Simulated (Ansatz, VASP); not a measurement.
AgCl: VASP beside Ansatz

POSCAR

```
AgCl
1.0
    3.4339730000      0.0000000000      0.0000000000
    0.0000000000      3.4339730000      0.0000000000
    0.0000000000      0.0000000000      3.4339730000
Ag Cl
1 1
Direct
    0.0000000000      0.0000000000      0.0000000000
    0.5000000000      0.5000000000      0.5000000000
```

File INCAR.step1:

```
PREC = Accurate
ENCUT = 520
EDIFF = 1E-5
ISMEAR = -1
SIGMA = 0.05
LREAL = False
LASPH = True
NELM = 100
ALGO = Normal
ISIF = 2
LWAVE = True
LCHARG = False
NBANDS = 16
GGA = PE
```

INCAR.step2

```
PREC = Accurate
ENCUT = 520
EDIFF = 1E-7
ISMEAR = -1
SIGMA = 0.05
LREAL = False
LASPH = True
NELM = 100
ALGO = Normal
ISIF = 2
LWAVE = False
LCHARG = False
GGA = PE
LHFCALC = True
AEXX = 0.15
HFSCREEN = 0.2
PRECFOCK = Normal
NBANDS = 16
ISTART = 1
```

Contents of KPOINTS:

```
regular mesh
0
Gamma
  4 4 4
```

The input input.yaml:

```yaml
crystal:
  lattice:
    - [3.433973, 0.0, 0.0]
    - [0.0, 3.433973, 0.0]
    - [0.0, 0.0, 3.433973]
  atoms:
    - { symbol: Ag, position: [0.0, 0.0, 0.0] }
    - { symbol: Cl, position: [0.5, 0.5, 0.5] }
hamiltonian:
  xc: { exchange: pbe, correlation: pbe, exx: { coeff: 0.15, omega: 0.2 } }
  pseudopotentials: { kind: paw }
kpoints:
  mp_grid: { grid: [4, 4, 4] }
scf:
  occupations: { method: fermi_dirac, width: 0.05 }
output:
  forces: true
  stress: true
  eigenvalues: true
```

Alike in both runs: task single point; functional PBE-based screened hybrid; k mesh 4 × 4 × 4; occupations fermi-dirac, width 0.05 eV; no spin polarisation.

```csv
,VASP,Ansatz
version,VASP 6.6.1,Ansatz 0.2.0
potentials or method,"VASP PAW PBE potentials, release 64 (Ag, Cl)",Ansatz PAW
plane-wave cutoff (eV),520,420
valence electrons in the cell,18,26
```

```csv
,VASP,Ansatz,Ansatz less VASP
gap on the k mesh at the Fermi level (eV),1.42,1.42,+0.006
least direct gap on the mesh (eV),2.88,2.89,+0.002
pressure (GPa),-0.2,-0.1,+0.13
```

VASP's potentials were made for PBE, not for PBE-based screened hybrid. The functional is the same, so the differences come from potentials, cutoffs and numerics. VASP's potentials hold 18 valence electrons a cell and Ansatz's 26, so a difference there can come from the potentials and not from the codes.

The k mesh is coarse, so the values compare programs but aren't converged.
